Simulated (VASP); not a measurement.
A run of VASP 6.6.1 is set up as follows.

Contents of INCAR:

```
SYSTEM = KMgF3
PREC = Accurate
ENCUT = 520
EDIFF = 1E-6
ISMEAR = 0
SIGMA = 0.01
LREAL = .False.
LASPH = .True.
NELM = 80
ALGO = Normal
ISIF = 2
LWAVE = .False.
LCHARG = .False.
GGA = PE
NBANDS = 24
```

File KPOINTS:

```
Automatic mesh
0
Gamma
  6 6 6
  0 0 0
```

Contents of POSCAR:

```
KMgF3
1.0
    4.0538497206      0.0000000000      0.0000000000
    0.0000000000      4.0538497206      0.0000000000
    0.0000000000      0.0000000000      4.0538497206
K Mg F
1 1 3
Direct
    0.5000000000      0.5000000000      0.5000000000
    0.0000000000      0.0000000000      0.0000000000
    0.5000000000      0.0000000000      0.0000000000
    0.0000000000      0.5000000000      0.0000000000
    0.0000000000      0.0000000000      0.5000000000
```

Potentials or basis: VASP PAW PBE potentials, release 64 (K_sv, Mg, F).

Launch:

```console
$ cat potpaw_PBE.64/K_sv/POTCAR potpaw_PBE.64/Mg/POTCAR potpaw_PBE.64/F/POTCAR > POTCAR
$ mpirun -np 1 vasp_std > vasp.out
```

Question: Estimate the band gap on the k mesh.

Answer: 6.93 eV (least direct gap 7.25 eV).

Question: Estimate the pressure.

Answer: -0.4 GPa.

A k mesh can miss the band edges.
